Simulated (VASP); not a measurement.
# GaN (Fm-3m) in VASP: further runs

The runs below take GaN through single point, with LDA.

All numbers are computed with VASP 6.6.1; they aren't measurements. Logs are shortened: lines on timing, memory, paths and dates and some standing lists are left out, and cuts for length are marked.

## Step 1: The cell of the first run

Symmetry: Fm-3m, No. 225, cubic system. The conventional cell has a = 4.270 Å, b = 4.270 Å, c = 4.270 Å, α = 90.00°, β = 90.00°, γ = 90.00°. Ga (site symmetry m-3m) has 6 N at 2.14 Å within 2.8 Å. Within 2.8 Å of N (site symmetry m-3m) lie 6 Ga at 2.14 Å.

## Step 2: Single point, LDA

INCAR reads:

```
PREC = Accurate
ENCUT = 600
EDIFF = 1E-6
ISMEAR = 0
SIGMA = 0.01
LREAL = F
LASPH = T
NELM = 120
ALGO = Normal
ISIF = 2
LWAVE = F
LCHARG = F
NBANDS = 16
GGA_COMPAT = F
```

KPOINTS reads:

```
Automatic mesh
0
Gamma
  8 8 8
```

POSCAR reads:

```
GaN
1.0
    0.0000000000      2.1352350000      2.1352350000
    2.1352350000      0.0000000000      2.1352350000
    2.1352350000      2.1352350000      0.0000000000
Ga N
1 1
Direct
    0.0000000000      0.0000000000      0.0000000000
    0.5000000000      0.5000000000      0.5000000000
```

Potentials or basis: VASP PAW LDA potentials, release 64 (Ga_d, N).

Command:

```bash
cat potpaw_LDA.64/Ga_d/POTCAR potpaw_LDA.64/N/POTCAR > POTCAR
mpirun -np 1 vasp_std > vasp.out
```

OUTCAR:

```text
PREC = Accurate
   ENCUT = 600
   EDIFF = 1E-6
   ISMEAR = 0
   LREAL = F
   LASPH = T
   NELM = 120
   ISIF = 2

 ion  position               nearest neighbor table
   1  0.000  0.000  0.000-   2 2.14   2 2.14   2 2.14   2 2.14   2 2.14   2 2.14
   2  0.500  0.500  0.500-   1 2.14   1 2.14   1 2.14   1 2.14   1 2.14   1 2.14

  LATTYP: Found a face centered cubic cell.
 ALAT       =     4.2704700000

  Lattice vectors:

 A1 = (   0.0000000000,   2.1352350000,   2.1352350000)
 A2 = (   2.1352350000,   0.0000000000,   2.1352350000)
 A3 = (   2.1352350000,   2.1352350000,   0.0000000000)

Analysis of symmetry for initial positions (statically):
=====================================================================
 Subroutine PRICEL returns:
 Original cell was already a primitive cell.

 Routine SETGRP: Setting up the symmetry group for a
 face centered cubic supercell.

 Subroutine GETGRP returns: Found 48 space group operations
 (whereof 48 operations were pure point group operations)
 out of a pool of 48 trial point group operations.

The static configuration has the point symmetry O_h .

Analysis of symmetry for dynamics (positions and initial velocities):
=====================================================================
 Subroutine PRICEL returns:
 Original cell was already a primitive cell.

 Routine SETGRP: Setting up the symmetry group for a
 face centered cubic supercell.

 Subroutine GETGRP returns: Found 48 space group operations
 (whereof 48 operations were pure point group operations)
 out of a pool of 48 trial point group operations.

The dynamic configuration has the point symmetry O_h .

 Subroutine INISYM returns: Found 48 space group operations
 (whereof 48 operations are pure point group operations),
 and found     1 'primitive' translations

----------------------------------------------------------------------------------------

                                     Primitive cell

  volume of cell :      19.4700

  direct lattice vectors                    reciprocal lattice vectors
     0.000000000  2.135235000  2.135235000    -0.234166263  0.234166263  0.234166263
     2.135235000  0.000000000  2.135235000     0.234166263 -0.234166263  0.234166263
     2.135235000  2.135235000  0.000000000     0.234166263  0.234166263 -0.234166263

  length of vectors
     3.019678296  3.019678296  3.019678296     0.405587864  0.405587864  0.405587864

[... 72 lines left out ...]
   ISTART =      0    job   : 0-new  1-cont  2-samecut
   ICHARG =      2    charge: 1-file 2-atom 10-const
   ISPIN  =      1    spin polarized calculation?
   LNONCOLLINEAR =      F non collinear calculations
   LSORBIT =      F    spin-orbit coupling
   LASPH  =      T    aspherical Exc in radial PAW
   ENCUT  =  600.0 eV  44.10 Ry    6.64 a.u.   6.03  6.03  6.03*2*pi/ulx,y,z
   NELM   =    120;   NELMIN=  2; NELMDL= -5     # of ELM steps
   EDIFF  = 0.1E-05   stopping-criterion for ELM
   LREAL  =      F    real-space projection
   EDIFFG = 0.1E-04   stopping-criterion for IOM
   NSW    =      0    number of steps for IOM
   IBRION =     -1    ionic relax: 0-MD 1-quasi-New 2-CG
   NFREE  =      0    steps in history (QN), initial steepest desc. (CG)
   ISIF   =      2    stress and relaxation
   ISYM   =      2    0-nonsym 1-usesym 2-fastsym
   POTIM  = 0.5000    time-step for ionic-motion
   TEBEG  =    0.0;   TEEND  =   0.0 temperature during run
   PSTRESS=    0.0 pullay stress
   NELECT =      18.0000    total number of electrons
   NUPDOWN=      -1.0000    fix difference up-down
   EMIN   =  10.00;   EMAX   =-10.00  energy-range for DOS
   EFERMI =   0.00;   METHOD = LEGACY
   ISMEAR =     0;   SIGMA  =   0.01  broadening in eV -4-tet -1-fermi 0-gaus
   EFERMI_NEDOS =   21; number of points for ismear=-14 and -15
   IALGO  =     38    algorithm
   IMIX   =      4    mixing-type and parameters
     AMIX     =   0.40;   BMIX     =  1.00
     AMIX_MAG =   1.60;   BMIX_MAG =  1.00
  volume/ion in A,a.u.               =       9.74        65.70
  Fermi-wavevector in a.u.,A,eV,Ry     =   1.594814  3.013761 34.605481  2.543431
  Thomas-Fermi vector in A             =   2.692830
   LORBIT       =      0    0 simple, 1 ext, 2 COOP (PROOUT), +10 PAW based schemes
   GGA     = CA    functional components
   LHFCALC =     F    Hartree Fock is set to
   AEXX    =    0.0000 exact exchange contribution
   IVDW    =     0    specifies the selected vdW correction
   LEPSILON=     F    determine dielectric tensor
   LRPA    =     F    only Hartree local field effects (RPA)
 non-spin polarized calculation
 Gauss-broadening in eV      SIGMA  =   0.01
  energy-cutoff  :      600.00
  volume of cell :       19.47
 maximum number of plane-waves:       660
   NGX = 13   NGY = 13   NGZ = 13

 number of electron      18.0000005 magnetization

 Free energy of the ion-electron system (eV)
  ---------------------------------------------------
  ext. energy  EPLUGINS =         0.00000000
  ---------------------------------------------------
  free energy    TOTEN  =       -13.03696051 eV

  energy without entropy =      -13.03696051  energy(sigma->0) =      -13.03696051

 E-fermi :   7.4120     XC(G=0): -13.3024

 val. band max:        7.2755356685   @ k =  -0.2500   0.1250   0.0000
 cond. band min:       7.5143238457   @ k =   0.5000   0.5000   0.0000
 fundamental gap:      0.2387881772
 Fermi energy:         7.4120073561

 k-point     1 :       0.0000    0.0000    0.0000
  band No.  band energies     occupation
      1      -9.5992      2.00000
      2      -6.8161      2.00000
      3      -6.8161      2.00000
      4      -6.8161      2.00000
      5      -6.7264      2.00000
      6      -6.7264      2.00000
[... 433 lines left out ...]
      3      -6.8356      2.00000
      4      -6.7611      2.00000
      5      -6.6012      2.00000
      6      -5.0321      2.00000
[... 8 lines left out ...]
     15      25.8143      0.00000
     16      30.4069      0.00000

 [... further k-points ...]
[... 5 lines left out ...]
  --------------------------------------------------------------------------------------
  -------------------------------------------------------------------------------------
  Total       -1.5449333     -1.5449333     -1.5449333      0.0000000     -0.0000000      0.0000000
  in kB     -127.1315304   -127.1315304   -127.1315304      0.0000000     -0.0000000      0.0000000
  external PRESSURE =    -127.1315304 kB  Pullay stress =       0.0000000 kB

 VOLUME and BASIS-vectors are now :
 -----------------------------------------------------------------------------
  energy-cutoff  :      600.00
  volume of cell :       19.47
      direct lattice vectors                 reciprocal lattice vectors
     0.000000000  2.135235000  2.135235000    -0.234166263  0.234166263  0.234166263
     2.135235000  0.000000000  2.135235000     0.234166263 -0.234166263  0.234166263
     2.135235000  2.135235000  0.000000000     0.234166263  0.234166263 -0.234166263

 POSITION                                       TOTAL-FORCE (eV/Angst)
 -----------------------------------------------------------------------------------
      0.00000      0.00000      0.00000         0.000000      0.000000      0.000000
      2.13524      2.13524      2.13524         0.000000      0.000000      0.000000
 -----------------------------------------------------------------------------------
    total drift:                                0.000000     -0.000000     -0.000000

  FREE ENERGIE OF THE ION-ELECTRON SYSTEM (eV)
  ---------------------------------------------------
  free  energy   TOTEN  =       -13.0369605109 eV

  energy  without entropy=      -13.0369605109  energy(sigma->0) =      -13.03696051
```

OSZICAR:

```text
N       E                     dE             d eps       ncg     rms          rms(c)
DAV:   1     0.799029593448E+02    0.79903E+02   -0.99962E+03  1080   0.229E+03
DAV:   2    -0.100463293495E+02   -0.89949E+02   -0.84394E+02  1088   0.338E+02
DAV:   3    -0.147711647335E+02   -0.47248E+01   -0.47059E+01  1072   0.656E+01
DAV:   4    -0.148100256757E+02   -0.38861E-01   -0.38859E-01  1152   0.614E+00
DAV:   5    -0.148105043203E+02   -0.47864E-03   -0.47864E-03  1080   0.631E-01    0.703E+00
DAV:   6    -0.130956247178E+02    0.17149E+01   -0.44922E+00  1304   0.395E+01    0.237E+00
DAV:   7    -0.130631649617E+02    0.32460E-01   -0.18209E-01  1080   0.500E+00    0.147E+00
DAV:   8    -0.130389712232E+02    0.24194E-01   -0.50759E-02  1016   0.215E+00    0.553E-01
DAV:   9    -0.130369890577E+02    0.19822E-02   -0.62005E-03  1040   0.138E+00    0.142E-01
DAV:  10    -0.130369686272E+02    0.20430E-04   -0.54304E-04  1120   0.225E-01    0.633E-02
DAV:  11    -0.130369603112E+02    0.83160E-05   -0.26603E-05  1168   0.609E-02    0.897E-03
DAV:  12    -0.130369605109E+02   -0.19969E-06   -0.16572E-06   976   0.167E-02
   1 F= -.13036961E+02 E0= -.13036961E+02  d E =-.113356E-49
```

stdout:

```text
POSCAR found type information on POSCAR GaN
 POSCAR found :  2 types and       2 ions
 scaLAPACK will be used
 LDA part: xc-table for (Slater(with rela. corr.)+CA(PZ))
 , standard interpolation
 POSCAR, INCAR and KPOINTS ok, starting setup
 FFT: planning ... GRIDC
 FFT: planning ... GRID_SOFT
 FFT: planning ... GRID
 WAVECAR not read
 entering main loop
```

It took 7 s on 1 thread of Intel Xeon 6975P-C, shared host; peak memory 0.13 GiB.

What came out:

```
Free energy            : -13.0370 eV
Pressure               : -12.7 GPa
Band gap on the k mesh : 0.24 eV, indirect (least direct gap 2.45 eV)
```

A k mesh can miss the band edges.

(Continued in part 2 of 2.)
